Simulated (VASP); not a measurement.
# Te2Mo in VASP: further runs, part 2 of 2

VASP 6.6.1. The steps go on from the part before.

## (3) Single point, PBE+D3(BJ) (layers slid over each other)

INCAR

```
SYSTEM = Te2Mo
ALGO = Normal ; DIPOL = 0.5 0.5 0.402
EDIFF = 1E-6 ; ENCUT = 520
GGA = PE ; IDIPOL = 3
ISIF = 2 ; ISMEAR = 0
IVDW = 12 ; LASPH = .True.
LCHARG = .False. ; LDIPOL = .True.
LREAL = .False. ; LWAVE = .False.
NBANDS = 35 ; NELM = 80
PREC = Accurate ; SIGMA = 0.05
```

KPOINTS

```
k-points
0
Gamma
  9 9 1
  0 0 0
```

POSCAR

```
Te2Mo
1.0
    3.5038817003      0.0000000000      0.0000000000
   -1.7519408501      3.0344505643      0.0000000000
    0.0000000000      0.0000000000     24.7677199090
Te Mo
4 2
Direct
    0.3333333333      0.6666666667      0.1816881011
    0.3333333333      0.6666666667      0.3284056823
    0.5000000000      1.0000000000      0.4749674172
    0.5000000000      1.0000000000      0.6216849983
    0.6666666667      0.3333333333      0.2550468917
    0.1666666667      1.3333333333      0.5483262077
```

Potentials or basis: VASP PAW PBE potentials, release 64 (Te, Mo_sv).

On the command line:

```
$ cat potpaw_PBE.64/Te/POTCAR potpaw_PBE.64/Mo_sv/POTCAR > POTCAR
$ mpirun -np 1 vasp_std > vasp.out
```

OUTCAR:

```text
SYSTEM = Te2Mo
   EDIFF = 1E-6
   ENCUT = 520
   GGA = PE
   ISIF = 2
   ISMEAR = 0
   IVDW = 12
   LASPH = .True.
   LREAL = .False.
   NELM = 80
   PREC = Accurate
 IVDW          = 12

 ion  position               nearest neighbor table
   1  0.333  0.667  0.182-   5 2.72   5 2.72   5 2.72   2 3.63
   2  0.333  0.667  0.328-   5 2.72   5 2.72   5 2.72   1 3.63
   3  0.500  0.000  0.475-   6 2.72   6 2.72   6 2.72   4 3.63
   4  0.500  0.000  0.622-   6 2.72   6 2.72   6 2.72   3 3.63
   5  0.667  0.333  0.255-   1 2.72   2 2.72   1 2.72   2 2.72   1 2.72   2 2.72
   6  0.167  0.333  0.548-   3 2.72   3 2.72   3 2.72   4 2.72   4 2.72   4 2.72

  LATTYP: Found a hexagonal cell.
 ALAT       =     3.5038817003
 C/A-ratio  =     7.0686518631

  Lattice vectors:

 A1 = (   3.5038817003,   0.0000000000,   0.0000000000)
 A2 = (  -1.7519408501,   3.0344505643,   0.0000000000)
 A3 = (   0.0000000000,   0.0000000000,  24.7677199090)

Analysis of symmetry for initial positions (statically):
=====================================================================
 Subroutine PRICEL returns:
 Original cell was already a primitive cell.

 Routine SETGRP: Setting up the symmetry group for a
 hexagonal supercell.

 Subroutine GETGRP returns: Found  4 space group operations
 (whereof  2 operations were pure point group operations)
 out of a pool of 24 trial point group operations.

The static configuration has the point symmetry C_1h.
 The point group associated with its full space group is C_2h.

Analysis of symmetry for dynamics (positions and initial velocities):
=====================================================================
 Subroutine PRICEL returns:
 Original cell was already a primitive cell.

 Routine SETGRP: Setting up the symmetry group for a
 hexagonal supercell.

 Subroutine GETGRP returns: Found  4 space group operations
 (whereof  2 operations were pure point group operations)
 out of a pool of 24 trial point group operations.

The dynamic configuration has the point symmetry C_1h.
 The point group associated with its full space group is C_2h.

[... 137 lines left out ...]
 Gauss-broadening in eV      SIGMA  =   0.05
  energy-cutoff  :      520.00
  volume of cell :      263.34
 maximum number of plane-waves:      7173
 NGX is ok and might be reduce to    28
   NGX = 13   NGY = 13   NGZ = 93

 dipolmoment           0.000000      0.000000     -0.000001 electrons x Angstroem

 number of electron      52.0000000 magnetization

 dipolmoment           0.000000      0.000000      0.000000 electrons x Angstroem

 Free energy of the ion-electron system (eV)
  ---------------------------------------------------
  ext. energy  EPLUGINS =         0.00000000
  ---------------------------------------------------
  free energy    TOTEN  =       -35.95496832 eV

  energy without entropy =      -35.95496832  energy(sigma->0) =      -35.95496832

 E-fermi :   2.8499     XC(G=0):  -6.4115

 val. band max:        2.4935492493   @ k =   0.3333   0.3333   0.0000
 cond. band min:       3.5851910223   @ k =  -0.4444   0.2222   0.0000
 fundamental gap:      1.0916417730
 Fermi energy:         2.8499313484

 k-point     1 :       0.0000    0.0000    0.0000
  band No.  band energies     occupation
      1     -58.1814      2.00000
      2     -58.1814      2.00000
      3     -32.3594      2.00000
      4     -32.3594      2.00000
      5     -32.2143      2.00000
      6     -32.2143      2.00000
[... 901 lines left out ...]
     34       6.6479      0.00000
     35       7.0721      0.00000

 [... further k-points ...]

------------------------ aborting loop because EDIFF is reached ----------------------------------------

 vacuum level on the upper side and lower side of the slab       (xc-potential included)        -0.125        -0.125

 Edisp (eV)   -2.75759

 E8    (eV) :    -1.3046

  FORCE on cell =-STRESS in cart. coord.  units (eV):
  Direction    XX          YY          ZZ          XY          YZ          ZX
  --------------------------------------------------------------------------------------
  -------------------------------------------------------------------------------------
  Total      -0.18179    -0.19908     0.04864    -0.00000     0.54250     0.00000
  in kB      -1.10603    -1.21124     0.29593    -0.00000     3.30063     0.00000
  external pressure =       -0.67 kB  Pullay stress =        0.00 kB

 VOLUME and BASIS-vectors are now :
 -----------------------------------------------------------------------------
  energy-cutoff  :      520.00
  volume of cell :      263.34
      direct lattice vectors                 reciprocal lattice vectors
     3.503881700  0.000000000  0.000000000     0.285397763  0.164774475  0.000000000
    -1.751940850  3.034450564  0.000000000     0.000000000  0.329548951  0.000000000
     0.000000000  0.000000000 24.767719909     0.000000000  0.000000000  0.040375134

 POSITION                                       TOTAL-FORCE (eV/Angst)
 -----------------------------------------------------------------------------------
     -0.00000      2.02297      4.50000         0.000000      0.004349      0.002281
     -0.00000      2.02297      8.13386        -0.000000     -0.081696     -0.013495
      1.75194      0.00000     11.76386         0.000000      0.081696      0.013495
      1.75194      0.00000     15.39772        -0.000000     -0.004349     -0.002281
      1.75194      1.01148      6.31693        -0.000000     -0.041018     -0.011193
      0.00000      1.01148     13.58079         0.000000      0.041018      0.011193
 -----------------------------------------------------------------------------------
    total drift:                               -0.000001     -0.000000      0.000053

  FREE ENERGIE OF THE ION-ELECTRON SYSTEM (eV)
  ---------------------------------------------------
  free  energy   TOTEN  =       -38.7125617721 eV

  energy  without entropy=      -38.7125617721  energy(sigma->0) =      -38.71256177

 vacuum level on the upper side and lower side of the slab         7.207         7.207
```

OSZICAR:

```text
N       E                     dE             d eps       ncg     rms          rms(c)
DAV:   1     0.383032319273E+03    0.38303E+03   -0.26070E+04  2118   0.124E+03
DAV:   2    -0.124730697961E+02   -0.39551E+03   -0.38370E+03  2253   0.284E+02
DAV:   3    -0.364641646173E+02   -0.23991E+02   -0.23581E+02  2244   0.613E+01
[... 16 lines left out ...]
DAV:  20    -0.359549506618E+02   -0.30314E-04   -0.11811E-06  1432   0.423E-03    0.107E-02
DAV:  21    -0.359549617629E+02   -0.11101E-04   -0.39631E-07  1338   0.281E-03    0.558E-03
DAV:  22    -0.359549669429E+02   -0.51800E-05   -0.22543E-07  1277   0.136E-03    0.183E-03
DAV:  23    -0.359549679733E+02   -0.10304E-05   -0.45778E-08  1107   0.567E-04    0.654E-04
DAV:  24    -0.359549683200E+02   -0.34668E-06   -0.32505E-08  1055   0.646E-04
   1 F= -.38712562E+02 E0= -.38712562E+02  d E =-.601666E-25
```

stdout:

```text
POSCAR found type information on POSCAR TeMo
 POSCAR found :  2 types and       6 ions
 scaLAPACK will be used
 LDA part: xc-table for (Slater+PW92), standard interpolation
 POSCAR, INCAR and KPOINTS ok, starting setup
 FFT: planning ... GRIDC
 FFT: planning ... GRID_SOFT
 FFT: planning ... GRID
 WAVECAR not read
 entering main loop
```

Wall time 18 min (1 thread of Intel Xeon 8259CL, shared host); peak memory 0.51 GiB.

Results:

* Free energy: -38.7126 eV
* Largest force: 0.083 eV/Å
* Band gap on the k mesh: 1.09 eV (least direct gap 1.16 eV)
* Dispersion energy per atom: -0.460 eV

Forces in eV/Å, atoms in the order of the input:
```
Te   0.000  0.004  0.002
Te   0.000 -0.082 -0.013
Te   0.000  0.082  0.013
Te   0.000 -0.004 -0.002
Mo   0.000 -0.041 -0.011
Mo   0.000  0.041  0.011
```

Caveat: the cell differs from its parent crystal (layers slid over each other); spin-orbit coupling is left out, which moves the levels of the heavy elements.
